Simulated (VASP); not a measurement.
BaZrO3, 5 atoms in the cell. It takes space group Pm-3m (No. 221, cubic). Conventional cell: a = 4.608 Å, b = 4.608 Å, c = 4.608 Å, α = 90.00°, β = 90.00°, γ = 90.00°. Within 4.3 Å of Ba (site symmetry m-3m) lie 12 O at 3.26 Å and 8 Zr at 3.99 Å. Within 3.0 Å of Zr (site symmetry m-3m) lie 6 O at 2.30 Å. Within 3.0 Å of O (site symmetry 4/mmm) lie 2 Zr at 2.30 Å. 

* Program: VASP 6.6.1
* Task: relaxation of cell and atoms
* Functional: PBE
* Potentials or basis: VASP PAW PBE potentials, release 64 (Ba_sv, Zr_sv, O)
* Cutoff: 600 eV
* k mesh: 6 × 6 × 6
* Occupations: fermi-dirac, width 0.02 eV
* Spin: no spin polarisation
* Dipole correction: no
* Further INCAR settings: ALGO = Normal; EDIFF = 1e-06; IBRION = 2; EDIFFG = -0.005; NSW = 80; ISIF = 3

Potentials or basis: VASP PAW PBE potentials, release 64 (Ba_sv, Zr_sv, O).

Launch:

```bash
$ cat potpaw_PBE.64/Ba_sv/POTCAR potpaw_PBE.64/Zr_sv/POTCAR potpaw_PBE.64/O/POTCAR > POTCAR
$ mpirun -np 1 vasp_std > vasp.out
```

Hardware: 1 thread of Intel Xeon 8259CL (shared host).

Problem. Estimate the wall time of this run.

Solution. It took 6.8 min on 1 thread of Intel Xeon 8259CL, on a shared host, peak memory 0.29 GiB. Counts: scf iterations 52, k points 20, ion steps 5.
